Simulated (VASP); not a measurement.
A run of VASP 6.6.1 is set up as follows.

INCAR

```
SYSTEM = Zn4Ge4P8H
  ALGO = Normal
  EDIFF = 1E-7
  ENCUT = 520
  GGA = PE
  ISIF = 2
  ISMEAR = 0
  LASPH = .True.
  LCHARG = .False.
  LREAL = Auto
  LWAVE = .False.
  NBANDS = 86
  NELECT = 146.0
  NELM = 80
  PREC = Accurate
  SIGMA = 0.02
```

File KPOINTS:

```
Automatic mesh
0
Gamma
  2 2 2
  0.5 0.5 0.5
```

Contents of POSCAR:

```
Zn4Ge4P8H
1.0
    2.7500814167      2.7500814167     -5.4220272045
    2.7500814167      2.7500814167      5.4220272045
    5.5001628335     -5.5001628335      0.0000000000
Zn Ge P H
4 4 8 1
Direct
   -0.0146643293     -0.0143520844      0.0057162853
    0.4900430280      0.4969553872      0.4954026058
   -0.0083144087      0.4844979471      0.7499580694
    0.5030714706     -0.0047507694      0.2316172336
    0.5003285097      0.5068742164     -0.0022120254
   -0.0058894103     -0.0247613186      0.5022547666
   -0.0065446216      0.4895666848      0.2480052030
    0.4690493567      0.0074970801      0.7051590321
    0.1232911015      0.3655075180      0.0024315644
    0.6237550495      0.8692809294      0.4837128610
    0.6154982098      0.3763658796      0.7480983972
    0.1230398965      0.8622042070      0.2503448610
    0.6145934471      0.8757026129      0.9775009691
    0.1124328631      0.3559567243      0.4962268541
    0.6191598854      0.3720078610      0.2437442382
    0.1062519352      0.8568968225      0.7595199681
    0.3585607210      0.0364579476      0.5160668122
```

Potentials or basis: VASP PAW PBE potentials, release 64 (Zn, Ge_d, P, H).

The run is started by

```sh
$ cat potpaw_PBE.64/Zn/POTCAR potpaw_PBE.64/Ge_d/POTCAR potpaw_PBE.64/P/POTCAR potpaw_PBE.64/H/POTCAR > POTCAR
$ mpirun -np 1 vasp_std > vasp.out
```

**Question.** Predict the largest force.

**Answer.** 0.806 eV/Å.

Forces in eV/Å, atoms in the order of the input:
```
Zn  -0.026 -0.108  0.073
Zn  -0.005  0.002 -0.104
Zn  -0.040 -0.089 -0.025
Zn   0.021 -0.113 -0.112
Ge   0.015 -0.008 -0.015
Ge   0.099  0.079 -0.076
Ge  -0.045 -0.036 -0.002
Ge  -0.369  0.192  0.163
P    0.028 -0.019 -0.034
P    0.153  0.176 -0.456
P   -0.043 -0.060 -0.018
P   -0.011 -0.082 -0.029
P   -0.157 -0.021  0.086
P    0.006  0.012 -0.001
P   -0.060 -0.018 -0.060
P   -0.062 -0.153  0.023
H    0.496  0.246  0.586
```

Caveat: the cell carries a net charge on a neutralising background, which shifts energy and pressure.
